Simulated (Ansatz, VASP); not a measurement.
**One calculation of Sc, two programs**

File INCAR:

```
SYSTEM = Sc
  ALGO = Normal
  EDIFF = 1E-6
  ENCUT = 500
  GGA = PS
  GGA_COMPAT = .False.
  ISIF = 2
  ISMEAR = 0
  LASPH = .True.
  LCHARG = .False.
  LREAL = .False.
  LWAVE = .False.
  NBANDS = 12
  NELM = 120
  PREC = Accurate
  SIGMA = 0.1
```

KPOINTS

```
k-points
0
Gamma
  8 8 8
  0 0 0
```

POSCAR

```
Sc
1.0
   -1.9172054859      1.9172054859      1.7176030000
    1.9172054859     -1.9172054859      1.7176030000
    1.9172054859      1.9172054859     -1.7176030000
Sc
1
Direct
    0.0000000000      0.0000000000      0.0000000000
```

Input for Ansatz:

```yaml
crystal:
  lattice:
    - [-1.9172054859, 1.9172054859, 1.717603]
    - [1.9172054859, -1.9172054859, 1.717603]
    - [1.9172054859, 1.9172054859, -1.717603]
  atoms:
    - { symbol: Sc, position: [0.0, 0.0, 0.0] }
basis:
  ecutwfc: 420
kpoints:
  mp_grid: { grid: [8, 8, 8] }
hamiltonian:
  xc: pbesol
scf:
  occupations: { method: gaussian, width: 0.1 }
  lower_state_search: "off"
output:
  forces: true
  stress: true
  eigenvalues: true
```

Alike in both runs: task single point; functional PBEsol; k mesh 8 × 8 × 8; occupations gaussian, width 0.1 eV; no spin polarisation.

```csv
,VASP,Ansatz
version,VASP 6.6.1,Ansatz 0.2.0
potentials or method,"VASP PAW PBE potentials, release 64 (Sc_sv), cutoff 500 eV","scalar-relativistic, plane waves, PAW"
valence electrons in the cell,11,11
```

```csv
,VASP,Ansatz,Ansatz less VASP
gap on the k mesh at the Fermi level (eV),none,none,-
pressure (GPa),-3.0,-3.0,+0.01
"traceless stress, the component that is largest in VASP (GPa)",0.60,0.61,+0.008
```

VASP's potentials were made for PBE, not for PBEsol. A gap of «none» marks a metal or a gap that the smearing closes. The functional is the same, so the differences come from potentials, cutoffs and numerics.
